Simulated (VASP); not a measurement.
# MgO (Pm-3m) in VASP: single point with r2SCAN

Aim: the single point of MgO with r2SCAN.

Program: VASP 6.6.1. These are calculated values, not measurements. Logs are shortened: lines on timing, memory, paths and dates and some standing lists are left out, and cuts for length are marked.

### 1 The cell of the first run

The structure is cubic, space group Pm-3m (No. 221). Conventional cell: a = 2.623 Å, b = 2.623 Å, c = 2.623 Å, α = 90.00°, β = 90.00°, γ = 90.00°. Mg (site symmetry m-3m) has 8 O at 2.27 Å and 6 Mg at 2.62 Å within 3.0 Å. Within 3.0 Å of O (site symmetry m-3m) lie 8 Mg at 2.27 Å and 6 O at 2.62 Å.

### 2 Single point, r2SCAN

POSCAR reads:

```
MgO
1.0
    2.6233491285      0.0000000000      0.0000000000
    0.0000000000      2.6233491285      0.0000000000
    0.0000000000      0.0000000000      2.6233491285
Mg O
1 1
Direct
    0.0000000000      0.0000000000      0.0000000000
    0.5000000000      0.5000000000      0.5000000000
```

INCAR.step1 reads:

```
SYSTEM = MgO
  ALGO = Normal
  EDIFF = 1E-5
  ENCUT = 660
  GGA = PE
  GGA_COMPAT = .FALSE.
  ISMEAR = 0
  LASPH = .TRUE.
  LCHARG = .FALSE.
  LREAL = .FALSE.
  LWAVE = .TRUE.
  NBANDS = 11
  NELM = 120
  PREC = Accurate
  SIGMA = 0.01
```

INCAR.step2 reads:

```
SYSTEM = MgO
  ALGO = Normal
  EDIFF = 1E-6
  ENCUT = 660
  GGA_COMPAT = .FALSE.
  ISIF = 2
  ISMEAR = 0
  ISTART = 1
  LASPH = .TRUE.
  LCHARG = .FALSE.
  LMIXTAU = .TRUE.
  LREAL = .FALSE.
  LWAVE = .FALSE.
  METAGGA = R2SCAN
  NBANDS = 11
  NELM = 120
  PREC = Accurate
  SIGMA = 0.01
```

KPOINTS reads:

```
k-points
0
G
  4 4 4
  0 0 0
```

Potentials or basis: VASP PAW PBE potentials, release 64 (Mg, O).

Started as:

```bash
> cat potpaw_PBE.64/Mg/POTCAR potpaw_PBE.64/O/POTCAR > POTCAR
> cp INCAR.step1 INCAR
> mpirun -np 1 vasp_std > vasp.out
> cp INCAR.step2 INCAR
> mpirun -np 1 vasp_std > vasp.out
```

OUTCAR:

```text
SYSTEM = MgO
   EDIFF = 1E-6
   ENCUT = 660
   ISIF = 2
   ISMEAR = 0
   ISTART = 1
   LASPH = .TRUE.
   LREAL = .FALSE.
   METAGGA = R2SCAN
   NELM = 120
   PREC = Accurate

 ion  position               nearest neighbor table
   1  0.000  0.000  0.000-   2 2.27   2 2.27   2 2.27   2 2.27   2 2.27   2 2.27   2 2.27   2 2.27

   2  0.500  0.500  0.500-   1 2.27   1 2.27   1 2.27   1 2.27   1 2.27   1 2.27   1 2.27   1 2.27

  LATTYP: Found a simple cubic cell.
 ALAT       =     2.6233491285

  Lattice vectors:

 A1 = (   2.6233491285,   0.0000000000,   0.0000000000)
 A2 = (   0.0000000000,   2.6233491285,   0.0000000000)
 A3 = (   0.0000000000,   0.0000000000,   2.6233491285)

Analysis of symmetry for initial positions (statically):
=====================================================================
 Subroutine PRICEL returns:
 Original cell was already a primitive cell.

 Routine SETGRP: Setting up the symmetry group for a
 simple cubic supercell.

 Subroutine GETGRP returns: Found 48 space group operations
 (whereof 48 operations were pure point group operations)
 out of a pool of 48 trial point group operations.

The static configuration has the point symmetry O_h .

Analysis of symmetry for dynamics (positions and initial velocities):
=====================================================================
 Subroutine PRICEL returns:
 Original cell was already a primitive cell.

 Routine SETGRP: Setting up the symmetry group for a
 simple cubic supercell.

 Subroutine GETGRP returns: Found 48 space group operations
 (whereof 48 operations were pure point group operations)
 out of a pool of 48 trial point group operations.

The dynamic configuration has the point symmetry O_h .

 Subroutine INISYM returns: Found 48 space group operations
 (whereof 48 operations are pure point group operations),
 and found     1 'primitive' translations

----------------------------------------------------------------------------------------

                                     Primitive cell

  volume of cell :      18.0538

  direct lattice vectors                    reciprocal lattice vectors
     2.623349129  0.000000000  0.000000000     0.381192114  0.000000000  0.000000000
     0.000000000  2.623349129  0.000000000     0.000000000  0.381192114  0.000000000
     0.000000000  0.000000000  2.623349129     0.000000000  0.000000000  0.381192114

  length of vectors
     2.623349129  2.623349129  2.623349129     0.381192114  0.381192114  0.381192114

  position of ions in fractional coordinates (direct lattice)
     0.000000000  0.000000000  0.000000000
     0.500000000  0.500000000  0.500000000

  ion indices of the primitive-cell ions
   primitive index   ion index
                 1           1
                 2           2

----------------------------------------------------------------------------------------

 KPOINTS: k-points

Automatic generation of k-mesh.
 Grid dimensions read from file:
 generate k-points for:    4    4    4

 Generating k-lattice:

  Cartesian coordinates                     Fractional coordinates (reciprocal lattice)
     0.095298028  0.000000000  0.000000000     0.250000000  0.000000000  0.000000000
     0.000000000  0.095298028  0.000000000     0.000000000  0.250000000  0.000000000
     0.000000000  0.000000000  0.095298028     0.000000000  0.000000000  0.250000000

  Length of vectors
     0.095298028  0.095298028  0.095298028

  Shift w.r.t. Gamma in fractional coordinates (k-lattice)
     0.000000000  0.000000000  0.000000000

 Subroutine IBZKPT returns following result:
 ===========================================

 Found     10 irreducible k-points:

 Following reciprocal coordinates:
            Coordinates               Weight
  0.000000  0.000000  0.000000      1.000000
  0.250000  0.000000  0.000000      6.000000
  0.500000  0.000000  0.000000      3.000000
  0.250000  0.250000  0.000000     12.000000
  0.500000  0.250000  0.000000     12.000000
  0.500000  0.500000  0.000000      3.000000
  0.250000  0.250000  0.250000      8.000000
  0.500000  0.250000  0.250000     12.000000
  0.500000  0.500000  0.250000      6.000000
  0.500000  0.500000  0.500000      1.000000
   k-points           NKPTS =     10   k-points in BZ     NKDIM =     10   number of bands    NBANDS=     11
   number of dos      NEDOS =    301   number of ions     NIONS =      2
   total plane-waves  NPLWV =  13824
   dimension x,y,z NGX =    24 NGY =   24 NGZ =   24
   dimension x,y,z NGXF=    48 NGYF=   48 NGZF=   48
   ions per type =               1   1
   NGX,Y,Z   is equivalent  to a cutoff of  15.21, 15.21, 15.21 a.u.
   NGXF,Y,Z  is equivalent  to a cutoff of  30.42, 30.42, 30.42 a.u.
 SYSTEM =  MgO
   PREC   = accura    normal or accurate (medium, high low for compatibility)
   ISTART =      1    job   : 0-new  1-cont  2-samecut
   ICHARG =      0    charge: 1-file 2-atom 10-const
   ISPIN  =      1    spin polarized calculation?
   LNONCOLLINEAR =      F non collinear calculations
   LSORBIT =      F    spin-orbit coupling
   LASPH  =      T    aspherical Exc in radial PAW
   ENCUT  =  660.0 eV  48.51 Ry    6.96 a.u.   5.50  5.50  5.50*2*pi/ulx,y,z
   NELM   =    120;   NELMIN=  2; NELMDL=  0     # of ELM steps
   EDIFF  = 0.1E-05   stopping-criterion for ELM
   LREAL  =      F    real-space projection
   EDIFFG = 0.1E-04   stopping-criterion for IOM
   NSW    =      0    number of steps for IOM
   IBRION =     -1    ionic relax: 0-MD 1-quasi-New 2-CG
   NFREE  =      0    steps in history (QN), initial steepest desc. (CG)
   ISIF   =      2    stress and relaxation
   ISYM   =      2    0-nonsym 1-usesym 2-fastsym
   POTIM  = 0.5000    time-step for ionic-motion
   TEBEG  =    0.0;   TEEND  =   0.0 temperature during run
   PSTRESS=    0.0 pullay stress
   NELECT =       8.0000    total number of electrons
   NUPDOWN=      -1.0000    fix difference up-down
   EMIN   =  10.00;   EMAX   =-10.00  energy-range for DOS
   EFERMI =   0.00;   METHOD = LEGACY
   ISMEAR =     0;   SIGMA  =   0.01  broadening in eV -4-tet -1-fermi 0-gaus
   EFERMI_NEDOS =   21; number of points for ismear=-14 and -15
   IALGO  =     38    algorithm
   IMIX   =      4    mixing-type and parameters
     AMIX     =   0.40;   BMIX     =  1.00
     AMIX_MAG =   1.60;   BMIX_MAG =  1.00
  volume/ion in A,a.u.               =       9.03        60.92
  Fermi-wavevector in a.u.,A,eV,Ry     =   1.248098  2.358563 21.194461  1.557749
  Thomas-Fermi vector in A             =   2.382200
   LORBIT       =      0    0 simple, 1 ext, 2 COOP (PROOUT), +10 PAW based schemes
   METAGGA = R2SCAN    functional components
   LHFCALC =     F    Hartree Fock is set to
   AEXX    =    0.0000 exact exchange contribution
   IVDW    =     0    specifies the selected vdW correction
   LEPSILON=     F    determine dielectric tensor
   LRPA    =     F    only Hartree local field effects (RPA)
 non-spin polarized calculation
 Gauss-broadening in eV      SIGMA  =   0.01
  energy-cutoff  :      660.00
  volume of cell :       18.05
 maximum number of plane-waves:       739
 NGX is ok and might be reduce to    24
   NGX = 11   NGY = 11   NGZ = 11

 number of electron       8.0000002 magnetization

 Free energy of the ion-electron system (eV)
  ---------------------------------------------------
  ext. energy  EPLUGINS =         0.00000000
  ---------------------------------------------------
  free energy    TOTEN  =       -14.49754638 eV

  energy without entropy =      -14.49754638  energy(sigma->0) =      -14.49754638

 E-fermi :   4.9689     XC(G=0): -11.8754

 val. band max:        4.8493995784   @ k =   0.5000   0.5000   0.0000
 cond. band min:       8.2793184476   @ k =   0.0000   0.0000   0.0000
 fundamental gap:      3.4299188692
 Fermi energy:         4.9689286410

 k-point     1 :       0.0000    0.0000    0.0000
  band No.  band energies     occupation
      1     -14.7366      2.00000
      2       3.7869      2.00000
      3       3.7869      2.00000
      4       3.7869      2.00000
      5       8.2793      0.00000
      6      16.2853      0.00000
      7      16.2853      0.00000
      8      26.7080      0.00000
      9      26.7080      0.00000
     10      26.7080      0.00000
     11      33.8491      0.00000

 k-point     2 :       0.2500    0.0000    0.0000
  band No.  band energies     occupation
      1     -14.1815      2.00000
      2       0.5229      2.00000
      3       4.0155      2.00000
      4       4.0155      2.00000
      5      10.5728      0.00000
      6      16.8394      0.00000
      7      17.6285      0.00000
      8      25.4660      0.00000
      9      25.4660      0.00000
     10      28.5346      0.00000
     11      29.1384      0.00000

 k-point     3 :       0.5000    0.0000    0.0000
  band No.  band energies     occupation
      1     -13.5164      2.00000
      2      -1.7715      2.00000
      3       4.2586      2.00000
      4       4.2586      2.00000
      5      12.8366      0.00000
      6      15.4702      0.00000
      7      20.6234      0.00000
      8      23.3742      0.00000
      9      24.0693      0.00000
     10      24.0693      0.00000
     11      30.0908      0.00000

 k-point     4 :       0.2500    0.2500    0.0000
  band No.  band energies     occupation
      1     -13.6870      2.00000
      2       0.7453      2.00000
      3       1.5598      2.00000
      4       4.2707      2.00000
      5      12.3629      0.00000
      6      16.1913      0.00000
      7      17.8641      0.00000
      8      24.3089      0.00000
      9      25.4725      0.00000
     10      26.5870      0.00000
     11      27.9988      0.00000

 k-point     5 :       0.5000    0.2500    0.0000
  band No.  band energies     occupation
      1     -13.1054      2.00000
      2      -0.9977      2.00000
      3       1.8633      2.00000
      4       4.5435      2.00000
      5      13.3124      0.00000
      6      15.0718      0.00000
      7      18.2313      0.00000
      8      22.5962      0.00000
      9      24.5806      0.00000
     10      27.3083      0.00000
     11      29.0916      0.00000

 k-point     6 :       0.5000    0.5000    0.0000
  band No.  band energies     occupation
      1     -12.6324      2.00000
      2      -0.0114      2.00000
      3      -0.0114      2.00000
      4       4.8494      2.00000
      5      10.6985      0.00000
      6      18.2924      0.00000
      7      18.2924      0.00000
      8      19.2802      0.00000
      9      25.3127      0.00000
     10      25.3127      0.00000
     11      31.5875      0.00000

 k-point     7 :       0.2500    0.2500    0.2500
  band No.  band energies     occupation
      1     -13.2286      2.00000
      2       1.0932      2.00000
      3       1.9859      2.00000
      4       1.9859      2.00000
      5      13.3376      0.00000
      6      16.7354      0.00000
      7      16.7354      0.00000
      8      21.7232      0.00000
      9      25.0132      0.00000
     10      25.0132      0.00000
     11      31.6939      0.00000

 k-point     8 :       0.5000    0.2500    0.2500
  band No.  band energies     occupation
      1     -12.6956      2.00000
      2      -0.3380      2.00000
      3       2.1163      2.00000
      4       2.4769      2.00000
      5      13.5648      0.00000
      6      15.3346      0.00000
      7      15.9293      0.00000
      8      23.0271      0.00000
      9      24.2252      0.00000
     10      24.4771      0.00000
     11      29.5305      0.00000

 k-point     9 :       0.5000    0.5000    0.2500
  band No.  band energies     occupation
      1     -12.2255      2.00000
      2       0.4750      2.00000
      3       0.4750      2.00000
      4       2.7831      2.00000
      5      11.7764      0.00000
      6      15.4775      0.00000
      7      15.4775      0.00000
      8      22.3323      0.00000
      9      25.2397      0.00000
     10      25.2397      0.00000
     11      25.9948      0.00000

 k-point    10 :       0.5000    0.5000    0.5000
  band No.  band energies     occupation
      1     -11.7609      2.00000
      2       1.0545      2.00000
      3       1.0545      2.00000
      4       1.0545      2.00000
      5      13.2293      0.00000
      6      13.2293      0.00000
      7      13.2293      0.00000
      8      22.7324      0.00000
      9      25.2376      0.00000
     10      25.2376      0.00000
     11      25.2376      0.00000

------------------------ aborting loop because EDIFF is reached ----------------------------------------

  FORCE on cell =-STRESS in cart. coord.  units (eV):
  Direction    XX          YY          ZZ          XY          YZ          ZX
  --------------------------------------------------------------------------------------
  -------------------------------------------------------------------------------------
  Total       -0.1520263     -0.1520263     -0.1520263     -0.0000000      0.0000000      0.0000000
  in kB      -13.4915271    -13.4915271    -13.4915271     -0.0000000      0.0000000      0.0000000
  external PRESSURE =     -13.4915271 kB  Pullay stress =       0.0000000 kB

 VOLUME and BASIS-vectors are now :
 -----------------------------------------------------------------------------
  energy-cutoff  :      660.00
  volume of cell :       18.05
      direct lattice vectors                 reciprocal lattice vectors
     2.623349129  0.000000000  0.000000000     0.381192114  0.000000000  0.000000000
     0.000000000  2.623349129  0.000000000     0.000000000  0.381192114  0.000000000
     0.000000000  0.000000000  2.623349129     0.000000000  0.000000000  0.381192114

 POSITION                                       TOTAL-FORCE (eV/Angst)
 -----------------------------------------------------------------------------------
      0.00000      0.00000      0.00000         0.000000      0.000000      0.000000
      1.31167      1.31167      1.31167         0.000000      0.000000      0.000000
 -----------------------------------------------------------------------------------
    total drift:                                0.000000     -0.000000     -0.000000

  FREE ENERGIE OF THE ION-ELECTRON SYSTEM (eV)
  ---------------------------------------------------
  free  energy   TOTEN  =       -14.4975463791 eV

  energy  without entropy=      -14.4975463791  energy(sigma->0) =      -14.49754638
```

Run time: 7.4 s. Hardware: 1 thread of Intel Xeon 6975P-C (Granite Rapids), shared host; peak memory 0.14 GiB.

Results:

- Free energy: -14.4975 eV
- Pressure: -1.3 GPa
- Band gap on the k mesh: 3.43 eV, indirect (least direct gap 4.49 eV)

Caveat: the k points lie up to 0.60 Å⁻¹ apart; the PAW data sets were made with another functional, which shifts forces and pressure a little.
